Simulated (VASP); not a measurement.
Write the native input for VASP 6.6.1 that does the following.

* Task: relaxation of cell and atoms
* Functional: PBE
* Potentials or basis: VASP PAW PBE potentials, release 64 (Ta_pv)
* Cutoff: 600 eV
* k mesh: 12 × 12 × 12
* Occupations: fermi-dirac, width 0.1 eV
* Spin: no spin polarisation
* Dipole correction: no
* Further INCAR settings: ALGO = Normal; EDIFF = 1e-06; IBRION = 2; EDIFFG = -0.01; NSW = 80; ISIF = 3

The structure of Ta lies in POSCAR:

```
Ta
1.0
    2.6919965271      0.0000000000      0.0000000000
    0.0000000000      2.6919965271      0.0000000000
    0.0000000000      0.0000000000      2.6919965271
Ta
1
Direct
    0.0000000000      0.0000000000      0.0000000000
```

The input as run:

INCAR

```
ALGO = Normal
EDIFF = 1E-6
EDIFFG = -0.01
ENCUT = 600
GGA = PE
IBRION = 2
ISIF = 3
ISMEAR = -1
LASPH = T
LCHARG = F
LREAL = F
LWAVE = F
NELM = 60
NSW = 80
PREC = Accurate
SIGMA = 0.1
```

KPOINTS

```
k-points
0
Gamma
  12 12 12
```

Potentials or basis: VASP PAW PBE potentials, release 64 (Ta_pv).

Run with:

```console
$ cat potpaw_PBE.64/Ta_pv/POTCAR > POTCAR
$ mpirun -np 1 vasp_std > vasp.out
```

It gave:

The relaxed volume is 20.64 Å³/atom. The relaxed cell is a = 2.743 Å, b = 2.743 Å, c = 2.743 Å, α = 90.00°, β = 90.00°, γ = 90.00°. The space group after relaxing (to 0.05 Å) is Pm-3m (No. 221), the energy gained by relaxing is 30.9 meV/atom and the ionic steps are 4. The pressure after relaxing is 0.0 GPa.

Run time: 24 s on 1 thread of Intel(R) Xeon(R) Platinum 8259CL CPU @ 2.50GHz (Skylake/Cascade Lake) (shared host), peak memory 0.16 GiB.
